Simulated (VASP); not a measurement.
A run of VASP 6.6.1 is set up as follows.

INCAR

```
PREC = Accurate
ENCUT = 520
EDIFF = 1E-7
ISMEAR = -1
SIGMA = 0.05
LREAL = F
LASPH = T
NELM = 60
ALGO = Normal
ISIF = 2
LWAVE = F
LCHARG = T
GGA = PS
IVDW = 12
LELF = T
LVHAR = T
NBANDS = 20
```

File KPOINTS:

```
regular mesh
0
Gamma
  10 10 4
```

Contents of POSCAR:

```
Al2O3
1.0
    2.9754122043      0.0000000000      0.0000000000
   -1.4877061022      2.5767825557      0.0000000000
    0.0000000000      0.0000000000      7.3142931704
Al O
2 3
Direct
    0.0000000000      0.0000000000      0.7280697235
    0.0000000000      0.0000000000      0.2719302765
    0.0000000000      0.0000000000      0.5000000000
    0.6666666667      0.3333333333      0.8094545764
    0.3333333333      0.6666666667      0.1905454236
```

Potentials or basis: VASP PAW PBE potentials, release 64 (Al, O).

Launch:

```console
$ cat potpaw_PBE.64/Al/POTCAR potpaw_PBE.64/O/POTCAR > POTCAR
$ mpirun -np 1 vasp_std > vasp.out
```

Predict the largest force.

0.092 eV/Å.

Predict the band gap on the k mesh.

2.41 eV, direct.

Estimate the pressure.

0.3 GPa.

Stress tensor (GPa, compression positive):
```
0.14 0.00 0.00
0.00 0.14 0.00
0.00 0.00 0.70
```

Caveat: the PAW data sets were made with another functional, which shifts forces and pressure a little. A k mesh can miss the band edges.
